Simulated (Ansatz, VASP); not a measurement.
## One calculation of Tl2F, two programs

```
CELL_PARAMETERS angstrom
5.23300 0.00000 0.00000
-2.61650 4.53191 0.00000
0.00000 0.00000 3.30913
ATOMIC_POSITIONS crystal
Tl 0.33333 0.66667 0.50000
Tl 0.66667 0.33333 0.50000
F 0.00000 0.00000 0.50000
```

Alike in both runs: task relaxation of cell and atoms; functional PBE; k mesh 6 × 6 × 6; occupations gaussian, width 0.1 eV; no spin polarisation.

|  | VASP | Ansatz |
| --- | --- | --- |
| version | VASP 6.6.1 | Ansatz 0.2.0 |
| potentials or method | VASP PAW PBE potentials, release 64 (Tl_d, F), cutoff 600 eV | scalar-relativistic, plane waves, PAW |
| valence electrons in the cell | 33 | 33 |

```tsv
	VASP	Ansatz	Ansatz less VASP
gap on the k mesh at the Fermi level, each at its own relaxed structure (eV)	none	none	-
relaxed volume (Å³/atom)	27.53	27.19	-0.340
relaxed length of the cell vector where the two differ most in proportion (Å)	3.489	3.441	-0.0487
```

A gap of «none» marks a metal or a gap that the smearing closes.

Neither program's run includes spin-orbit coupling.
